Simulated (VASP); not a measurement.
# Si (P1) in VASP: a series of runs, part 2 of 2

VASP 6.6.1. The steps go on from the part before.

## (4) Single point, HSE06

POSCAR reads:

```
Si
1.0
   10.8600000000      0.0000000000      0.0000000000
    0.0000000000      5.4300000000      0.0000000000
    0.0000000000      0.0000000000      5.4300000000
Si
15
Direct
    0.0005740000      0.9966860000      0.9921590000
    0.0028620000      0.5036580000      0.5014090000
    0.2539240000      0.0032970000      0.4986950000
    0.1204690000      0.2497770000      0.2512250000
    0.1247400000      0.7467910000      0.7517610000
    0.3744750000      0.2449760000      0.7545420000
    0.3679700000      0.7566100000      0.2540310000
    0.5017240000      0.9954420000      0.9968840000
    0.5043080000      0.4982360000      0.5079880000
    0.7511870000      0.9969860000      0.4993270000
    0.7489650000      0.5033010000      0.0024170000
    0.6236760000      0.2419470000      0.2570220000
    0.6274030000      0.7549770000      0.7402560000
    0.8762100000      0.2501360000      0.7411620000
    0.8705500000      0.7615670000      0.2525200000
```

INCAR.step1 reads:

```
ALGO = Normal ; EDIFF = 1E-5
ENCUT = 400 ; GGA = PE
GGA_COMPAT = False ; ISIF = 2
ISMEAR = 0 ; LASPH = True
LCHARG = False ; LREAL = False
LWAVE = True ; NBANDS = 43
NELECT = 62.0 ; NELM = 120
PREC = Accurate ; SIGMA = 0.01
```

INCAR.step2 reads:

```
ALGO = Normal ; EDIFF = 1E-6
ENCUT = 400 ; GGA = PE
GGA_COMPAT = False ; HFSCREEN = 0.2079
ISIF = 2 ; ISMEAR = 0
ISTART = 1 ; LASPH = True
LCHARG = False ; LHFCALC = True
LREAL = False ; LWAVE = False
NBANDS = 43 ; NELECT = 62.0
NELM = 120 ; PREC = Accurate
PRECFOCK = Fast ; SIGMA = 0.01
```

KPOINTS reads:

```
k-points
0
Gamma
  1 1 1
```

Potentials or basis: VASP PAW PBE potentials, release 64 (Si).

Run with:

```bash
> cat potpaw_PBE.64/Si/POTCAR > POTCAR
> cp INCAR.step1 INCAR
> mpirun -np 1 vasp_gam > vasp.out
> cp INCAR.step2 INCAR
> mpirun -np 1 vasp_gam > vasp.out
```

OUTCAR:

```text
EDIFF = 1E-6
   ENCUT = 400
   GGA = PE
   HFSCREEN = 0.2079
   ISIF = 2
   ISMEAR = 0
   ISTART = 1
   LASPH = True
   LHFCALC = True
   LREAL = False
   NELECT = 62.0
   NELM = 120
   PREC = Accurate
   PRECFOCK = Fast

 ion  position               nearest neighbor table
[... 273 lines left out ...]

 VOLUME and BASIS-vectors are now :
 -----------------------------------------------------------------------------
  energy-cutoff  :      400.00
  volume of cell :      320.21
      direct lattice vectors                 reciprocal lattice vectors
    10.860000000  0.000000000  0.000000000     0.092081031  0.000000000  0.000000000
     0.000000000  5.430000000  0.000000000     0.000000000  0.184162063  0.000000000
     0.000000000  0.000000000  5.430000000     0.000000000  0.000000000  0.184162063

 POSITION                                       TOTAL-FORCE (eV/Angst)
 -----------------------------------------------------------------------------------
      0.00623      5.41200      5.38742        -0.013329      0.152820     -0.500445
      0.03108      2.73486      2.72265         0.182444      0.009454      0.272907
      2.75761      0.01790      2.70791        -1.563591      0.317867      0.480961
      1.30829      1.35629      1.36415        -0.568211     -0.127339      0.430288
      1.35468      4.05508      4.08206        -0.051733      0.119888     -0.603053
      4.06680      1.33022      4.09716         0.970441      0.382498     -0.545526
      3.99615      4.10839      1.37939         1.117051     -0.787493      0.071705
      5.44872      5.40525      5.41308         0.588146     -0.170565     -0.090363
      5.47678      2.70542      2.75837        -0.478344      0.051497     -0.324308
      8.15789      5.41363      2.71135        -0.774847      0.702037      0.384889
      8.13376      2.73292      0.01312        -0.427992     -0.641639     -0.379764
      6.77312      1.31377      1.39563        -0.077474      0.720962     -0.319394
      6.81360      4.09953      4.01959         0.499927     -0.302223      1.189204
      9.51564      1.35824      4.02451         0.342396      0.290413      0.580740
      9.45417      4.13531      1.37118         0.255116     -0.718181     -0.647839
 -----------------------------------------------------------------------------------
    total drift:                                0.000014     -0.000541      0.000672

  FREE ENERGIE OF THE ION-ELECTRON SYSTEM (eV)
  ---------------------------------------------------
  free  energy   TOTEN  =       -74.0620505672 eV

  energy  without entropy=      -74.0620505672  energy(sigma->0) =      -74.06205057
```

OUTCAR.step1:

```text
EDIFF = 1E-5
   ENCUT = 400
   GGA = PE
   ISIF = 2
[... 296 lines left out ...]
      6.77312      1.31377      1.39563         0.128669      0.430488     -0.142788
      6.81360      4.09953      4.01959         0.586251     -0.354050      0.525025
      9.51564      1.35824      4.02451        -0.470727      0.479896      0.559234
      9.45417      4.13531      1.37118        -0.327170     -0.402876     -0.271990
 -----------------------------------------------------------------------------------
    total drift:                               -0.000272     -0.000894      0.001777

  FREE ENERGIE OF THE ION-ELECTRON SYSTEM (eV)
  ---------------------------------------------------
  free  energy   TOTEN  =       -60.6574471444 eV

  energy  without entropy=      -60.6466014353  energy(sigma->0) =      -60.65202429
```

Wall time 78 s (1 thread of Intel Xeon 6975P-C (Granite Rapids), shared host); peak memory 0.36 GiB.

What came out:

| Quantity | Value |
| --- | --- |
| Free energy | -74.0621 eV |
| Largest force | 1.666 eV/Å |

Forces on the atoms (eV/Å):
```
Si  -0.013  0.153 -0.500
Si   0.182  0.009  0.273
Si  -1.564  0.318  0.481
Si  -0.568 -0.127  0.430
Si  -0.052  0.120 -0.603
Si   0.970  0.382 -0.546
Si   1.117 -0.787  0.072
Si   0.588 -0.171 -0.090
Si  -0.478  0.051 -0.324
Si  -0.775  0.702  0.385
Si  -0.428 -0.642 -0.380
Si  -0.077  0.721 -0.319
Si   0.500 -0.302  1.189
Si   0.342  0.290  0.581
Si   0.255 -0.718 -0.648
```

Caveat: the k points lie up to 1.16 Å⁻¹ apart; the cell carries a net charge on a neutralising background, which shifts energy and pressure; the PAW data sets were made with another functional, which shifts forces and pressure a little.
